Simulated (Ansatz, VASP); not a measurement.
Mg3TeSe2: VASP beside Ansatz

File INCAR:

```
SYSTEM = Mg3TeSe2
  PREC = Accurate
  ENCUT = 520
  EDIFF = 1E-6
  ISMEAR = 0
  SIGMA = 0.1
  LREAL = .False.
  LASPH = .True.
  NELM = 100
  ALGO = Normal
  ISIF = 2
  LWAVE = .False.
  LCHARG = .False.
  GGA = PE
  NBANDS = 21
```

File KPOINTS:

```
regular mesh
0
Gamma
  6 6 2
  0 0 0
```

POSCAR

```
Mg3TeSe2
1.0
    4.0814149900      0.0000000000      0.0000000000
   -2.0407075000      3.5346090700      0.0000000000
    0.0000000000      0.0000000000     10.0682944000
Mg Te Se
3 1 2
Direct
    0.3333333300      0.6666666700      0.1657571800
    0.6666666700      0.3333333300      0.8342428200
    0.0000000000      0.0000000000      0.5000000000
    0.0000000000      0.0000000000      0.0000000000
    0.3333333300      0.6666666700      0.6686666600
    0.6666666700      0.3333333300      0.3313333400
```

Input for Ansatz:

```yaml
crystal:
  lattice:
    - [4.08141499, 0.0, 0.0]
    - [-2.0407075, 3.53460907, 0.0]
    - [0.0, 0.0, 10.0682944]
  atoms:
    - { symbol: Mg, position: [0.33333333, 0.66666667, 0.16575718] }
    - { symbol: Mg, position: [0.66666667, 0.33333333, 0.83424282] }
    - { symbol: Mg, position: [0.0, 0.0, 0.5] }
    - { symbol: Te, position: [0.0, 0.0, 0.0] }
    - { symbol: Se, position: [0.33333333, 0.66666667, 0.66866666] }
    - { symbol: Se, position: [0.66666667, 0.33333333, 0.33133334] }
basis:
  ecutwfc: 420
kpoints:
  mp_grid: { grid: [6, 6, 2] }
hamiltonian:
  xc: pbe
scf:
  occupations: { method: gaussian, width: 0.1 }
  lower_state_search: "off"
output:
  forces: true
  stress: true
  eigenvalues: true
```

Change from the starting cell: species swapped into the InSn2Te3 type (P-3m1, No. 164).

Alike in both runs: task single point; functional PBE; k mesh 6 × 6 × 2; occupations gaussian, width 0.1 eV; no spin polarisation.

```csv
,VASP,Ansatz
version,VASP 6.6.1,Ansatz 0.2.0
potentials or method,"VASP PAW PBE potentials, release 64 (Mg, Te, Se), cutoff 520 eV","scalar-relativistic, plane waves, PAW"
valence electrons in the cell,24,78
```

|  | VASP | Ansatz | Ansatz less VASP |
| --- | --- | --- | --- |
| gap on the k mesh at the Fermi level (eV) | 1.00 | 1.02 | +0.026 |
| least direct gap on the mesh (eV) | 1.65 | 1.67 | +0.015 |
| pressure (GPa) | -2.6 | -2.5 | +0.08 |
| traceless stress, the component that is largest in VASP (GPa) | -0.53 | -0.53 | +0.003 |
| rms of the force components (eV/Å) | 0.292 | 0.290 | -0.0018 |

Atom by atom the forces differ by 0.002 eV/Å (rms over components). The functional is the same, so the differences come from potentials, cutoffs and numerics. VASP's potentials hold 24 valence electrons a cell and Ansatz's 78, so a difference there can come from the potentials and not from the codes.

Spin-orbit coupling is off throughout.
